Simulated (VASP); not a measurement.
Crystal: Ir.

```xyz
1
Lattice="0.0000 1.9948 1.9948 1.9948 0.0000 1.9948 1.9948 1.9948 0.0000" Properties=species:S:1:pos:R:3 pbc="T T T"
Ir    0.0000    0.0000    0.0000
```

This cell differs from its parent crystal: volume scaled by 1.04.

Base run:

| Item | Value |
| --- | --- |
| Program | VASP 6.6.1 |
| Functional | BLYP |
| Potentials or basis | VASP PAW PBE potentials, release 64 (Ir_sv_GW) |
| Cutoff | 500 eV |
| k mesh | 22 × 22 × 22 |
| Occupations | fermi-dirac, width 0.1 eV |
| Spin | no spin polarisation |

Its results: pressure -11.8 GPa.

Question: The run is repeated on the same cell with these changes: potentials or basis from VASP PAW PBE potentials, release 64 (Ir_sv_GW) to VASP PAW PBE potentials, release 64 (Ir); cutoff from 500 eV to 520 eV; further incar settings from ALGO = Normal; EDIFF = 1e-06; NBANDS = 14 to ALGO = Normal; EDIFF = 1e-06; NBANDS = 10; valence electrons from 17 to 9. What comes out?

Answer: Pressure -8.4 GPa.

Caveats: the PAW data sets were made with another functional, which shifts forces and pressure a little.
